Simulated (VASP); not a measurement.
# Ag (R-3m) in VASP: a series of runs

The runs below take Ag through single point, with PBEsol.

All numbers are computed with VASP 6.6.1; they aren't measurements. Logs are shortened: lines on timing, memory, paths and dates and some standing lists are left out, and cuts for length are marked.

### 1 The cell of the first run

It takes space group R-3m (No. 166, trigonal). The conventional cell has a = 3.980 Å, b = 3.980 Å, c = 9.748 Å, α = 90.00°, β = 90.00°, γ = 120.00°. Within 2.8 Å of Ag (site symmetry 3m) lie 4 Ag at 2.14 to 2.55 Å.

### 2 Single point, PBEsol (shortest bond scaled by 0.88)

Input file INCAR:

```
SYSTEM = Ag
PREC     = Accurate       ! precision mode
ENCUT    = 520            ! plane-wave cutoff, eV
EDIFF    = 1E-7           ! SCF threshold, eV
ISMEAR   = -1             ! smearing method
SIGMA    = 0.05           ! smearing width, eV
LREAL    = .FALSE.        ! projectors in reciprocal space
LASPH    = .TRUE.         ! aspherical terms in the spheres
NELM     = 80             ! most SCF steps
ALGO     = Normal         ! electronic algorithm
ISIF     = 2              ! what is computed and relaxed
LWAVE    = .FALSE.        ! write WAVECAR
LCHARG   = .FALSE.        ! write CHGCAR
GGA      = PS             ! functional
NBANDS   = 18             ! bands
```

Input file KPOINTS:

```
regular mesh
0
G
  9 9 9
  0 0 0
```

Input file POSCAR:

```
Ag
1.0
    0.0000000000      2.8140871700      2.8140871700
    2.8140871700      0.0000000000      2.8140871700
    2.8140871700      2.8140871700      0.0000000000
Ag
2
Direct
   -0.1700000000     -0.1100000000     -0.1100000000
    0.1700000000      0.1100000000      0.1100000000
```

Potentials or basis: VASP PAW PBE potentials, release 64 (Ag).

Run with:

```
cat potpaw_PBE.64/Ag/POTCAR > POTCAR
mpirun -np 1 vasp_std > vasp.out
```

OUTCAR:

```text
SYSTEM = Ag
   PREC = Accurate
   ENCUT = 520
   EDIFF = 1E-7
   ISMEAR = -1
   LREAL = .FALSE.
   LASPH = .TRUE.
   NELM = 80
   ISIF = 2
   GGA = PS

 ion  position               nearest neighbor table
   1  0.830  0.890  0.890-   2 2.14   2 2.55   2 2.55   2 2.55
   2  0.170  0.110  0.110-   1 2.14   1 2.55   1 2.55   1 2.55

  LATTYP: Found a face centered cubic cell.
 ALAT       =     5.6281743400

  Lattice vectors:

 A1 = (   0.0000000000,   2.8140871700,   2.8140871700)
 A2 = (   2.8140871700,   0.0000000000,   2.8140871700)
 A3 = (   2.8140871700,   2.8140871700,   0.0000000000)

Analysis of symmetry for initial positions (statically):
=====================================================================
 Subroutine PRICEL returns:
 Original cell was already a primitive cell.

 Routine SETGRP: Setting up the symmetry group for a
 face centered cubic supercell.

 Subroutine GETGRP returns: Found 12 space group operations
 (whereof  4 operations were pure point group operations)
 out of a pool of 48 trial point group operations.

The static configuration has the point symmetry C_2h.
 The point group associated with its full space group is D_3d.

Analysis of symmetry for dynamics (positions and initial velocities):
=====================================================================
 Subroutine PRICEL returns:
 Original cell was already a primitive cell.

 Routine SETGRP: Setting up the symmetry group for a
 face centered cubic supercell.

 Subroutine GETGRP returns: Found 12 space group operations
 (whereof  4 operations were pure point group operations)
 out of a pool of 48 trial point group operations.

The dynamic configuration has the point symmetry C_2h.
 The point group associated with its full space group is D_3d.

 Subroutine INISYM returns: Found 12 space group operations
 (whereof  4 operations are pure point group operations),
 and found     1 'primitive' translations

----------------------------------------------------------------------------------------

                                     Primitive cell

  volume of cell :      44.5700

  direct lattice vectors                    reciprocal lattice vectors
     0.000000000  2.814087170  2.814087170    -0.177677510  0.177677510  0.177677510
     2.814087170  0.000000000  2.814087170     0.177677510 -0.177677510  0.177677510
     2.814087170  2.814087170  0.000000000     0.177677510  0.177677510 -0.177677510

  length of vectors
     3.979720242  3.979720242  3.979720242     0.307746474  0.307746474  0.307746474

  position of ions in fractional coordinates (direct lattice)
     0.830000000  0.890000000  0.890000000
     0.170000000  0.110000000  0.110000000

  ion indices of the primitive-cell ions
   primitive index   ion index
                 1           1
                 2           2

----------------------------------------------------------------------------------------

 KPOINTS: regular mesh

Automatic generation of k-mesh.
 Grid dimensions read from file:
 generate k-points for:    9    9    9

 Generating k-lattice:

  Cartesian coordinates                     Fractional coordinates (reciprocal lattice)
    -0.019741946  0.019741946  0.019741946     0.111111111  0.000000000  0.000000000
     0.019741946 -0.019741946  0.019741946     0.000000000  0.111111111  0.000000000
     0.019741946  0.019741946 -0.019741946     0.000000000  0.000000000  0.111111111

  Length of vectors
     0.034194053  0.034194053  0.034194053

  Shift w.r.t. Gamma in fractional coordinates (k-lattice)
     0.000000000  0.000000000  0.000000000

 Subroutine IBZKPT returns following result:
 ===========================================

 Found     85 irreducible k-points:

 Following reciprocal coordinates:
            Coordinates               Weight
  0.000000  0.000000  0.000000      1.000000
  0.111111  0.000000  0.000000      2.000000
  0.000000  0.111111  0.000000      6.000000
  0.222222  0.000000  0.000000      2.000000
  0.000000  0.222222  0.000000      6.000000
  0.333333  0.000000  0.000000      2.000000
[... 16 lines left out ...]
 -0.333333  0.111111  0.000000      6.000000
  0.000000 -0.333333  0.111111     12.000000
 [... further k-points ...]
   k-points           NKPTS =     85   k-points in BZ     NKDIM =     85   number of bands    NBANDS=     18
   number of dos      NEDOS =    301   number of ions     NIONS =      2
   total plane-waves  NPLWV =  27000
   dimension x,y,z NGX =    30 NGY =   30 NGZ =   30
   dimension x,y,z NGXF=    60 NGYF=   60 NGZF=   60
   ions per type =               2
   NGX,Y,Z   is equivalent  to a cutoff of  12.53, 12.53, 12.53 a.u.
   NGXF,Y,Z  is equivalent  to a cutoff of  25.06, 25.06, 25.06 a.u.
 SYSTEM =  Ag
   PREC   = accura    normal or accurate (medium, high low for compatibility)
   ISTART =      0    job   : 0-new  1-cont  2-samecut
   ICHARG =      2    charge: 1-file 2-atom 10-const
   ISPIN  =      1    spin polarized calculation?
   LNONCOLLINEAR =      F non collinear calculations
   LSORBIT =      F    spin-orbit coupling
   LASPH  =      T    aspherical Exc in radial PAW
   ENCUT  =  520.0 eV  38.22 Ry    6.18 a.u.   7.40  7.40  7.40*2*pi/ulx,y,z
   NELM   =     80;   NELMIN=  2; NELMDL= -5     # of ELM steps
   EDIFF  = 0.1E-06   stopping-criterion for ELM
   LREAL  =      F    real-space projection
   EDIFFG = 0.1E-05   stopping-criterion for IOM
   NSW    =      0    number of steps for IOM
   IBRION =     -1    ionic relax: 0-MD 1-quasi-New 2-CG
   NFREE  =      0    steps in history (QN), initial steepest desc. (CG)
   ISIF   =      2    stress and relaxation
   ISYM   =      2    0-nonsym 1-usesym 2-fastsym
   POTIM  = 0.5000    time-step for ionic-motion
   TEBEG  =    0.0;   TEEND  =   0.0 temperature during run
   PSTRESS=    0.0 pullay stress
   NELECT =      22.0000    total number of electrons
   NUPDOWN=      -1.0000    fix difference up-down
   EMIN   =  10.00;   EMAX   =-10.00  energy-range for DOS
   EFERMI =   0.00;   METHOD = LEGACY
   ISMEAR =    -1;   SIGMA  =   0.05  broadening in eV -4-tet -1-fermi 0-gaus
   EFERMI_NEDOS =   21; number of points for ismear=-14 and -15
   IALGO  =     38    algorithm
   IMIX   =      4    mixing-type and parameters
     AMIX     =   0.40;   BMIX     =  1.00
     AMIX_MAG =   1.60;   BMIX_MAG =  1.00
  volume/ion in A,a.u.               =      22.29       150.39
  Fermi-wavevector in a.u.,A,eV,Ry     =   1.293803  2.444933 22.775151  1.673926
  Thomas-Fermi vector in A             =   2.425426
   LORBIT       =      0    0 simple, 1 ext, 2 COOP (PROOUT), +10 PAW based schemes
   GGA     = PS    functional components
   LHFCALC =     F    Hartree Fock is set to
   AEXX    =    0.0000 exact exchange contribution
   IVDW    =     0    specifies the selected vdW correction
   LEPSILON=     F    determine dielectric tensor
   LRPA    =     F    only Hartree local field effects (RPA)
 non-spin polarized calculation
  energy-cutoff  :      520.00
  volume of cell :       44.57
 maximum number of plane-waves:      1243
 NGX is ok and might be reduce to    30
   NGX = 15   NGY = 15   NGZ = 15

 number of electron      22.0000005 magnetization

 Free energy of the ion-electron system (eV)
  ---------------------------------------------------
  ext. energy  EPLUGINS =         0.00000000
  ---------------------------------------------------
  free energy    TOTEN  =        -3.46887662 eV

  energy without entropy =       -3.46556156  energy(sigma->0) =       -3.46721909

 E-fermi :   5.1219     XC(G=0): -10.5764

 val. band max:        5.1175615375   @ k =  -0.3333   0.4444   0.2222
 cond. band min:       5.1767304263   @ k =   0.0000   0.4444   0.0000
 fundamental gap:      0.0591688888
 Fermi energy:         5.1219456025

 k-point     1 :       0.0000    0.0000    0.0000
  band No.  band energies     occupation
      1      -1.2740      2.00000
      2      -0.6610      2.00000
      3      -0.6610      2.00000
      4      -0.6547      2.00000
      5      -0.2333      2.00000
      6      -0.2333      2.00000
[... 10 lines left out ...]
     17      16.2484      0.00000
     18      17.2116      0.00000

 k-point     2 :       0.1111    0.0000    0.0000
  band No.  band energies     occupation
      1      -1.1962      2.00000
      2      -0.8234      2.00000
      3      -0.8234      2.00000
      4      -0.6374      2.00000
      5       0.0156      2.00000
      6       0.0156      2.00000
[... 10 lines left out ...]
     17      17.2240      0.00000
     18      17.8251      0.00000

 k-point     3 :       0.0000    0.1111    0.0000
  band No.  band energies     occupation
      1      -1.2386      2.00000
      2      -0.7246      2.00000
      3      -0.6714      2.00000
      4      -0.4895      2.00000
      5      -0.1828      2.00000
      6      -0.1577      2.00000
[... 10 lines left out ...]
     17      17.2817      0.00000
     18      18.0229      0.00000

 k-point     4 :       0.2222    0.0000    0.0000
  band No.  band energies     occupation
      1      -1.2712      2.00000
      2      -0.9841      2.00000
      3      -0.9841      2.00000
      4      -0.2398      2.00000
      5       0.3158      2.00000
      6       0.3158      2.00000
[... 10 lines left out ...]
     17      17.5809      0.00000
     18      17.9871      0.00000

 k-point     5 :       0.0000    0.2222    0.0000
  band No.  band energies     occupation
      1      -1.2476      2.00000
      2      -0.6613      2.00000
      3      -0.6582      2.00000
      4      -0.3140      2.00000
      5      -0.1025      2.00000
      6       0.1586      2.00000
[... 10 lines left out ...]
     17      17.1305      0.00000
     18      17.9009      0.00000

 k-point     6 :       0.3333    0.0000    0.0000
  band No.  band energies     occupation
      1      -1.4822      2.00000
      2      -1.0303      2.00000
      3      -1.0303      2.00000
      4       0.2261      2.00000
      5       0.2261      2.00000
      6       0.4633      2.00000
[... 10 lines left out ...]
     17      17.1009      0.00000
     18      17.5079      0.00000

 k-point     7 :       0.0000    0.3333    0.0000
  band No.  band energies     occupation
      1      -1.2622      2.00000
      2      -0.7302      2.00000
      3      -0.5966      2.00000
      4      -0.0961      2.00000
      5      -0.0889      2.00000
      6       0.4422      2.00000
[... 10 lines left out ...]
     17      16.7536      0.00000
     18      17.5147      0.00000

 k-point     8 :       0.4444    0.0000    0.0000
  band No.  band energies     occupation
      1      -1.6223      2.00000
      2      -1.0038      2.00000
      3      -1.0038      2.00000
      4       0.0214      2.00000
      5       0.0214      2.00000
      6       0.9081      2.00000
[... 10 lines left out ...]
     17      16.8204      0.00000
     18      17.2288      0.00000
[... 229 lines left out ...]
     17      17.4263      0.00000
     18      18.4025      0.00000

 k-point    20 :      -0.4444    0.1111    0.0000
  band No.  band energies     occupation
      1      -1.6540      2.00000
      2      -0.9945      2.00000
      3      -0.9638      2.00000
      4      -0.0272      2.00000
      5       0.0855      2.00000
      6       0.9964      2.00000
[... 10 lines left out ...]
     17      17.5336      0.00000
     18      18.7098      0.00000

 k-point    21 :       0.0000   -0.4444    0.1111
  band No.  band energies     occupation
      1      -1.3017      2.00000
      2      -0.8194      2.00000
      3      -0.5271      2.00000
      4      -0.1553      2.00000
      5       0.2478      2.00000
      6       0.3831      2.00000
[... 10 lines left out ...]
     17      17.8110      0.00000
     18      18.3829      0.00000

 k-point    22 :       0.1111    0.0000   -0.4444
  band No.  band energies     occupation
      1      -1.3430      2.00000
      2      -0.8178      2.00000
      3      -0.6675      2.00000
      4       0.1195      2.00000
      5       0.1705      2.00000
      6       0.3619      2.00000
[... 10 lines left out ...]
     17      17.0933      0.00000
     18      18.9148      0.00000

 k-point    23 :      -0.3333    0.1111    0.0000
  band No.  band energies     occupation
      1      -1.5522      2.00000
      2      -1.0373      2.00000
      3      -0.9791      2.00000
      4       0.0835      2.00000
      5       0.2815      2.00000
      6       0.7403      2.00000
[... 10 lines left out ...]
     17      17.3598      0.00000
     18      19.2992      0.00000

 k-point    24 :       0.0000   -0.3333    0.1111
  band No.  band energies     occupation
      1      -1.3306      2.00000
      2      -0.6803      2.00000
      3      -0.4955      2.00000
      4      -0.2262      2.00000
      5       0.0606      2.00000
      6       0.5097      2.00000
[... 10 lines left out ...]
     17      17.5670      0.00000
     18      18.9496      0.00000

 [... further k-points ...]
[... 5 lines left out ...]
  --------------------------------------------------------------------------------------
  -------------------------------------------------------------------------------------
  Total        6.2423811      6.2423811      6.2423811     -5.0047919      5.0047919     -5.0047919
  in kB      224.3976103    224.3976103    224.3976103   -179.9094473    179.9094473   -179.9094473
  external PRESSURE =     224.3976103 kB  Pullay stress =       0.0000000 kB

 VOLUME and BASIS-vectors are now :
 -----------------------------------------------------------------------------
  energy-cutoff  :      520.00
  volume of cell :       44.57
      direct lattice vectors                 reciprocal lattice vectors
     0.000000000  2.814087170  2.814087170    -0.177677510  0.177677510  0.177677510
     2.814087170  0.000000000  2.814087170     0.177677510 -0.177677510  0.177677510
     2.814087170  2.814087170  0.000000000     0.177677510  0.177677510 -0.177677510

 POSITION                                       TOTAL-FORCE (eV/Angst)
 -----------------------------------------------------------------------------------
      5.00908      4.84023      4.84023        -3.789354      3.789354      3.789354
      0.61910      0.78794      0.78794         3.789354     -3.789354     -3.789354
 -----------------------------------------------------------------------------------
    total drift:                                0.000000      0.000000      0.000000

  FREE ENERGIE OF THE ION-ELECTRON SYSTEM (eV)
  ---------------------------------------------------
  free  energy   TOTEN  =        -3.4688766196 eV

  energy  without entropy=       -3.4655615579  energy(sigma->0) =       -3.46721909
```

Run time: 53 s. Hardware: 1 thread of Intel Xeon Platinum 8259CL at 2.50GHz (Skylake/Cascade Lake), shared host; peak memory 0.2 GiB.

What came out:

| Item | Value |
| --- | --- |
| Free energy | -3.4689 eV |
| Pressure | 22.4 GPa |
| Largest force | 6.563 eV/Å |
| Band gap on the k mesh | zero (band 11 reaches 5.53 eV, above the bottom of band 12 at 4.54 eV) |

Forces in eV/Å, atoms in the order of the input:
```
Ag  -3.789  3.789  3.789
Ag   3.789 -3.789 -3.789
```

Levels at points of the mesh, in eV from the Fermi level:
| k point | band 8 | band 9 | band 10 | band 11 | band 12 | band 13 | band 14 | band 15 |
| --- | --- | --- | --- | --- | --- | --- | --- | --- |
| (0.00, 0.00, 0.00) | -3.66 | -3.52 | -2.61 | -2.61 | 9.40 | 10.54 | 10.54 | 11.11 |

Caveat: the cell differs from its parent crystal (shortest bond scaled by 0.88); the PAW data sets were made with another functional, which shifts forces and pressure a little.

### 3 Single point, PBEsol (shortest bond scaled by 0.7)

Input file INCAR:

```
PREC = Accurate
ENCUT = 520
EDIFF = 1E-6
ISMEAR = -1
SIGMA = 0.05
LREAL = False
LASPH = True
NELM = 100
ALGO = Normal
ISIF = 2
LWAVE = False
LCHARG = False
GGA = PS
NBANDS = 18
```

Input file KPOINTS:

```
Automatic mesh
0
Gamma
  9 9 9
```

Input file POSCAR:

```
Ag
1.0
    0.0000000000      2.8140871700      2.8140871700
    2.8140871700      0.0000000000      2.8140871700
    2.8140871700      2.8140871700      0.0000000000
Ag
2
Direct
   -0.2375000000     -0.0875000000     -0.0875000000
    0.2375000000      0.0875000000      0.0875000000
```

Potentials or basis: VASP PAW PBE potentials, release 64 (Ag).

Run with:

```
cat potpaw_PBE.64/Ag/POTCAR > POTCAR
mpirun -np 1 vasp_std > vasp.out
```

It took 50 s on 1 thread of Intel Xeon Platinum 8259CL at 2.50GHz (Skylake/Cascade Lake), shared host; peak memory 0.2 GiB.

It converged, with:

| Property | Result |
| --- | --- |
| Free energy | 4.7870 eV |
| Pressure | 64.8 GPa |
| Largest force | 34.396 eV/Å |
| Band gap on the k mesh | zero (band 11 reaches 5.67 eV, above the bottom of band 12 at 4.87 eV) |

Forces on the atoms (eV/Å):
```
Ag  -19.858  19.858  19.858
Ag   19.858 -19.858 -19.858
```

Stress tensor (GPa, compression positive):
```
 64.83 -70.53 -70.53
-70.53  64.83  70.53
-70.53  70.53  64.83
```

Levels at points of the mesh, in eV from the Fermi level:
```tsv
k point	band 8	band 9	band 10	band 11	band 12	band 13	band 14	band 15
(0.00, 0.00, 0.00)	-3.84	-3.01	-2.49	-2.49	8.45	9.61	9.61	10.52
```

Caveat: the cell differs from its parent crystal (shortest bond scaled by 0.7); the PAW data sets were made with another functional, which shifts forces and pressure a little.
